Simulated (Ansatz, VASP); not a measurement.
**Ti2Hg: VASP beside Ansatz**

```
Ti Hg
1.0
     2.90866    0.00000    0.00000
     0.00000    2.90866    0.00000
     0.00000    0.00000    6.81224
Ti Hg
2 1
Direct
  0.50000 0.50000 0.31784
  0.50000 0.50000 0.68216
  0.00000 0.00000 0.00000
```

Change from the starting cell: species swapped into the FeSi2 type (P4/mmm, No. 123).

Alike in both runs: functional PBE; k mesh 6 × 6 × 4; occupations gaussian, width 0.1 eV; no spin polarisation.

Ansatz relaxed the structure, and its values are those at the end. VASP's run is a single point on that final structure, the one shown.

|  | VASP | Ansatz |
| --- | --- | --- |
| version | VASP 6.6.1 | Ansatz 0.2.0 |
| potentials or method | VASP PAW PBE potentials, release 64 (Ti_sv, Hg), cutoff 520 eV | scalar-relativistic, plane waves, PAW |
| valence electrons in the cell | 36 | 44 |

Ansatz gave:

| Quantity | Value |
| --- | --- |
| gap on the k mesh at the Fermi level (eV) | none |
| pressure (GPa) | 0.0 |
| rms of the force components (eV/Å) | 0.012 |

Q: Estimate VASP's values.

A: gap on the k mesh at the Fermi level (eV): none; pressure (GPa): 0.2; rms of the force components (eV/Å): 0.016.

A gap of «none» marks a metal or a gap that the smearing closes. VASP's potentials hold 36 valence electrons a cell and Ansatz's 44, so a difference there can come from the potentials and not from the codes.

The k mesh is coarse, so the values compare programs but aren't converged. Neither program's run includes spin-orbit coupling.
